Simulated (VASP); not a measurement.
# Na (P-1) in VASP: single point with PBE

Aim: the single point of Na with PBE.

Everything below comes from runs of VASP 6.6.1. Logs are shortened: lines on timing, memory, paths and dates and some standing lists are left out, and cuts for length are marked.

### 1 The cell of the first run

The typed cell holds 2 atoms: a = 3.768 Å, b = 3.816 Å, c = 6.155 Å, α = 90.62°, β = 91.71°, γ = 121.27°.

### 2 Single point, PBE (equal xy, yz and zx shear strains of -3 %)

The input, INCAR:

```
PREC = Accurate ; ENCUT = 520
EDIFF = 1E-7 ; ISMEAR = -1
SIGMA = 0.05 ; LREAL = False
LASPH = True ; NELM = 80
ALGO = Normal ; ISIF = 2
LWAVE = False ; LCHARG = True
GGA = PE ; LELF = True
LVHAR = True ; NBANDS = 14
```

The input, KPOINTS:

```
regular mesh
0
Gamma
  13 13 7
```

The input, POSCAR:

```
Na
1.0
    3.7670009976     -0.0565050150     -0.0565050150
   -1.9324352772      3.2905710675     -0.0206822709
   -0.0923100000     -0.0923100000      6.1540000000
Na
2
Direct
    0.3333333333      0.6666666667      0.2500000000
    0.6666666667      0.3333333333      0.7500000000
```

Potentials or basis: VASP PAW PBE potentials, release 64 (Na_pv).

Command:

```
$ cat potpaw_PBE.64/Na_pv/POTCAR > POTCAR
$ mpirun -np 1 vasp_std > vasp.out
```

OUTCAR:

```text
PREC = Accurate
   ENCUT = 520
   EDIFF = 1E-7
   ISMEAR = -1
   LREAL = False
   LASPH = True
   NELM = 80
   ISIF = 2
   GGA = PE

 ion  position               nearest neighbor table
   1  0.333  0.667  0.250-
   2  0.667  0.333  0.750-

  LATTYP: Found a triclinic cell.
 ALAT       =     3.7189746559
 B/A-ratio  =     1.0131417463
 C/A-ratio  =     1.6551294547
 COS(alpha) =     0.0297616073
 COS(beta)  =     0.0411893908
 COS(gamma) =     0.4804578458

  Lattice vectors:

 A1 = (   1.8345657204,   3.2340660525,  -0.0771872859)
 A2 = (   3.7670009976,  -0.0565050150,  -0.0565050150)
 A3 = (   0.0923100000,   0.0923100000,  -6.1540000000)

Analysis of symmetry for initial positions (statically):
=====================================================================
 Subroutine PRICEL returns:
 Original cell was already a primitive cell.

 Routine SETGRP: Setting up the symmetry group for a
 triclinic supercell.

 Subroutine GETGRP returns: Found  2 space group operations
 (whereof  2 operations were pure point group operations)
 out of a pool of  2 trial point group operations.

The static configuration has the point symmetry S_2 .

Analysis of symmetry for dynamics (positions and initial velocities):
=====================================================================
 Subroutine PRICEL returns:
 Original cell was already a primitive cell.

 Routine SETGRP: Setting up the symmetry group for a
 triclinic supercell.

 Subroutine GETGRP returns: Found  2 space group operations
 (whereof  2 operations were pure point group operations)
 out of a pool of  2 trial point group operations.

The dynamic configuration has the point symmetry S_2 .

 Subroutine INISYM returns: Found  2 space group operations
 (whereof  2 operations are pure point group operations),
 and found     1 'primitive' translations

----------------------------------------------------------------------------------------

                                     Primitive cell

  volume of cell :      75.5759

  direct lattice vectors                    reciprocal lattice vectors
     3.767000998 -0.056505015 -0.056505015     0.267919551  0.157379714  0.006379489
    -1.932435277  3.290571068 -0.020682271     0.004670110  0.306670561  0.004670110
    -0.092310000 -0.092310000  6.154000000     0.002475688  0.002475688  0.162570208

  length of vectors
     3.767848477  3.816096410  6.155384494     0.310789250  0.306741671  0.162607905

  position of ions in fractional coordinates (direct lattice)
     0.333333333  0.666666667  0.250000000
     0.666666667  0.333333333  0.750000000

  ion indices of the primitive-cell ions
   primitive index   ion index
                 1           1
                 2           2

----------------------------------------------------------------------------------------

 KPOINTS: regular mesh

Automatic generation of k-mesh.
 Grid dimensions read from file:
 generate k-points for:   13   13    7

 Generating k-lattice:

  Cartesian coordinates                     Fractional coordinates (reciprocal lattice)
     0.020609196  0.012106132  0.000490730     0.076923077 -0.000000000  0.000000000
     0.000359239  0.023590043  0.000359239    -0.000000000  0.076923077  0.000000000
     0.000353670  0.000353670  0.023224315     0.000000000  0.000000000  0.142857143

  Length of vectors
     0.023906865  0.023595513  0.023229701

  Shift w.r.t. Gamma in fractional coordinates (k-lattice)
     0.000000000  0.000000000  0.000000000

 Subroutine IBZKPT returns following result:
 ===========================================

 Found    592 irreducible k-points:

 Following reciprocal coordinates:
            Coordinates               Weight
  0.000000  0.000000  0.000000      1.000000
  0.076923 -0.000000 -0.000000      2.000000
  0.153846  0.000000 -0.000000      2.000000
  0.230769 -0.000000  0.000000      2.000000
  0.307692  0.000000 -0.000000      2.000000
  0.384615  0.000000 -0.000000      2.000000
[... 16 lines left out ...]
  0.153846  0.153846  0.000000      2.000000
  0.230769  0.153846  0.000000      2.000000
 [... further k-points ...]
   k-points           NKPTS =    592   k-points in BZ     NKDIM =    592   number of bands    NBANDS=     14
   number of dos      NEDOS =    301   number of ions     NIONS =      2
   total plane-waves  NPLWV =  37632
   dimension x,y,z NGX =    28 NGY =   28 NGZ =   48
   dimension x,y,z NGXF=    56 NGYF=   56 NGZF=   96
   ions per type =               2
   NGX,Y,Z   is equivalent  to a cutoff of  12.35, 12.20, 12.96 a.u.
   NGXF,Y,Z  is equivalent  to a cutoff of  24.71, 24.40, 25.93 a.u.
 SYSTEM =  unknown system
   PREC   = accura    normal or accurate (medium, high low for compatibility)
   ISTART =      0    job   : 0-new  1-cont  2-samecut
   ICHARG =      2    charge: 1-file 2-atom 10-const
   ISPIN  =      1    spin polarized calculation?
   LNONCOLLINEAR =      F non collinear calculations
   LSORBIT =      F    spin-orbit coupling
   LASPH  =      T    aspherical Exc in radial PAW
   ENCUT  =  520.0 eV  38.22 Ry    6.18 a.u.   7.01  7.10 11.44*2*pi/ulx,y,z
   NELM   =     80;   NELMIN=  2; NELMDL= -5     # of ELM steps
   EDIFF  = 0.1E-06   stopping-criterion for ELM
   LREAL  =      F    real-space projection
   EDIFFG = 0.1E-05   stopping-criterion for IOM
   NSW    =      0    number of steps for IOM
   IBRION =     -1    ionic relax: 0-MD 1-quasi-New 2-CG
   NFREE  =      0    steps in history (QN), initial steepest desc. (CG)
   ISIF   =      2    stress and relaxation
   ISYM   =      2    0-nonsym 1-usesym 2-fastsym
   POTIM  = 0.5000    time-step for ionic-motion
   TEBEG  =    0.0;   TEEND  =   0.0 temperature during run
   PSTRESS=    0.0 pullay stress
   NELECT =      14.0000    total number of electrons
   NUPDOWN=      -1.0000    fix difference up-down
   EMIN   =  10.00;   EMAX   =-10.00  energy-range for DOS
   EFERMI =   0.00;   METHOD = LEGACY
   ISMEAR =    -1;   SIGMA  =   0.05  broadening in eV -4-tet -1-fermi 0-gaus
   EFERMI_NEDOS =   21; number of points for ismear=-14 and -15
   IALGO  =     38    algorithm
   IMIX   =      4    mixing-type and parameters
     AMIX     =   0.40;   BMIX     =  1.00
     AMIX_MAG =   1.60;   BMIX_MAG =  1.00
  volume/ion in A,a.u.               =      37.79       255.01
  Fermi-wavevector in a.u.,A,eV,Ry     =   0.933232  1.763553 11.849617  0.870922
  Thomas-Fermi vector in A             =   2.059912
   LORBIT       =      0    0 simple, 1 ext, 2 COOP (PROOUT), +10 PAW based schemes
   GGA     = PE    functional components
   LHFCALC =     F    Hartree Fock is set to
   AEXX    =    0.0000 exact exchange contribution
   IVDW    =     0    specifies the selected vdW correction
   LEPSILON=     F    determine dielectric tensor
   LRPA    =     F    only Hartree local field effects (RPA)
 non-spin polarized calculation
  energy-cutoff  :      520.00
  volume of cell :       75.58
 maximum number of plane-waves:      2054
   NGX = 13   NGY = 15   NGZ = 23

 number of electron      14.0000005 magnetization

 Free energy of the ion-electron system (eV)
  ---------------------------------------------------
  ext. energy  EPLUGINS =         0.00000000
  ---------------------------------------------------
  free energy    TOTEN  =        -2.62282247 eV

  energy without entropy =       -2.61405229  energy(sigma->0) =       -2.61843738

 E-fermi :   0.2745     XC(G=0):  -6.4518

 val. band max:        0.2742751093   @ k =   0.0769  -0.4615   0.4286
 cond. band min:       0.2786184566   @ k =  -0.3846   0.4615   0.4286
 fundamental gap:      0.0043433474
 Fermi energy:         0.2745089652

 k-point     1 :       0.0000    0.0000    0.0000
  band No.  band energies     occupation
      1     -24.6713      2.00000
      2     -24.6432      2.00000
      3     -24.6428      2.00000
      4     -24.6389      2.00000
      5     -24.6383      2.00000
      6     -24.6380      2.00000
      7      -2.9647      2.00000
      8       0.8285      0.00003
      9       1.2169      0.00000
     10       9.9093      0.00000
     11      10.2112      0.00000
     12      10.3849      0.00000
     13      10.5694      0.00000
     14      10.8672      0.00000

 k-point     2 :       0.0769   -0.0000   -0.0000
  band No.  band energies     occupation
      1     -24.6706      2.00000
      2     -24.6447      2.00000
      3     -24.6433      2.00000
      4     -24.6403      2.00000
      5     -24.6386      2.00000
      6     -24.6383      2.00000
      7      -2.8759      2.00000
      8       0.9021      0.00001
      9       1.3091      0.00000
     10       8.9035      0.00000
     11       9.2285      0.00000
     12       9.8231      0.00000
     13      11.0774      0.00000
     14      11.4061      0.00000

 k-point     3 :       0.1538    0.0000   -0.0000
  band No.  band energies     occupation
      1     -24.6687      2.00000
      2     -24.6488      2.00000
      3     -24.6449      2.00000
      4     -24.6443      2.00000
      5     -24.6393      2.00000
      6     -24.6391      2.00000
      7      -2.6102      2.00000
      8       1.1249      0.00000
      9       1.5808      0.00000
     10       7.1591      0.00000
     11       8.4928      0.00000
     12       8.9074      0.00000
     13      10.3406      0.00000
     14      11.4142      0.00000

 k-point     4 :       0.2308   -0.0000    0.0000
  band No.  band energies     occupation
      1     -24.6660      2.00000
      2     -24.6546      2.00000
      3     -24.6504      2.00000
      4     -24.6465      2.00000
      5     -24.6405      2.00000
      6     -24.6403      2.00000
      7      -2.1704      2.00000
      8       1.5011      0.00000
      9       2.0168      0.00000
     10       5.5107      0.00000
     11       7.8781      0.00000
     12       8.0429      0.00000
     13       8.7922      0.00000
     14      10.2495      0.00000

 k-point     5 :       0.3077    0.0000   -0.0000
  band No.  band energies     occupation
      1     -24.6633      2.00000
      2     -24.6601      2.00000
      3     -24.6565      2.00000
      4     -24.6484      2.00000
      5     -24.6421      2.00000
      6     -24.6417      2.00000
      7      -1.5608      2.00000
      8       2.0308      0.00000
      9       2.5627      0.00000
     10       4.0503      0.00000
     11       6.9525      0.00000
[... 276 lines left out ...]
 k-point    22 :       0.0769    0.1538   -0.0000
  band No.  band energies     occupation
      1     -24.6671      2.00000
      2     -24.6521      2.00000
      3     -24.6495      2.00000
      4     -24.6444      2.00000
      5     -24.6401      2.00000
      6     -24.6398      2.00000
      7      -2.3504      2.00000
      8       1.3500      0.00000
      9       1.8366      0.00000
     10       6.0975      0.00000
     11       7.3675      0.00000
     12       9.2886      0.00000
     13       9.6350      0.00000
     14      10.4721      0.00000

 k-point    23 :       0.1538    0.1538    0.0000
  band No.  band energies     occupation
      1     -24.6645      2.00000
      2     -24.6562      2.00000
      3     -24.6552      2.00000
      4     -24.6461      2.00000
      5     -24.6417      2.00000
      6     -24.6410      2.00000
      7      -1.9083      2.00000
      8       1.7284      0.00000
      9       2.2676      0.00000
     10       5.3414      0.00000
     11       5.8299      0.00000
     12       8.6690      0.00000
     13       8.8578      0.00000
     14       9.5005      0.00000

 k-point    24 :       0.2308    0.1538    0.0000
  band No.  band energies     occupation
      1     -24.6625      2.00000
      2     -24.6602      2.00000
      3     -24.6592      2.00000
      4     -24.6485      2.00000
      5     -24.6436      2.00000
      6     -24.6428      2.00000
      7      -1.2972      2.00000
      8       2.2590      0.00000
      9       2.7962      0.00000
     10       4.1742      0.00000
     11       5.0492      0.00000
     12       7.3650      0.00000
     13       8.1905      0.00000
     14       8.4595      0.00000

 [... further k-points ...]

------------------------ aborting loop because EDIFF is reached ----------------------------------------

  FORCE on cell =-STRESS in cart. coord.  units (eV):
  Direction    XX          YY          ZZ          XY          YZ          ZX
  --------------------------------------------------------------------------------------
  -------------------------------------------------------------------------------------
  Total       -0.0812935     -0.0803092     -0.0346901      0.0421656      0.0452870      0.0447458
  in kB       -1.7233881     -1.7025199     -0.7354160      0.8938935      0.9600643      0.9485921
  external PRESSURE =      -1.3871080 kB  Pullay stress =       0.0000000 kB

 VOLUME and BASIS-vectors are now :
 -----------------------------------------------------------------------------
  energy-cutoff  :      520.00
  volume of cell :       75.58
      direct lattice vectors                 reciprocal lattice vectors
     3.767000998 -0.056505015 -0.056505015     0.267919551  0.157379714  0.006379489
    -1.932435277  3.290571068 -0.020682271     0.004670110  0.306670561  0.004670110
    -0.092310000 -0.092310000  6.154000000     0.002475688  0.002475688  0.162570208

 POSITION                                       TOTAL-FORCE (eV/Angst)
 -----------------------------------------------------------------------------------
     -0.05570      2.15180      1.50588         0.012729      0.000314      0.001744
      1.79796      0.98995      4.57094        -0.012729     -0.000314     -0.001744
 -----------------------------------------------------------------------------------
    total drift:                                0.000000     -0.000000      0.000000

  FREE ENERGIE OF THE ION-ELECTRON SYSTEM (eV)
  ---------------------------------------------------
  free  energy   TOTEN  =        -2.6228224691 eV

  energy  without entropy=       -2.6140522873  energy(sigma->0) =       -2.61843738
```

Run time: 2.3 min. Hardware: 1 thread of Intel Xeon 6975P-C (Granite Rapids), shared host; peak memory 0.53 GiB.

What came out:

| Property | Result |
| --- | --- |
| Free energy | -2.6228 eV |
| Pressure | -0.1 GPa |
| Largest force | 0.013 eV/Å |
| Band gap on the k mesh | zero (bands 7 and 8 overlap by 3.56 eV) |

Forces in eV/Å, atoms in the order of the input:
```
Na   0.013  0.000  0.002
Na  -0.013  0.000 -0.002
```

Caveat: the cell differs from its parent crystal (equal xy, yz and zx shear strains of -3 %).
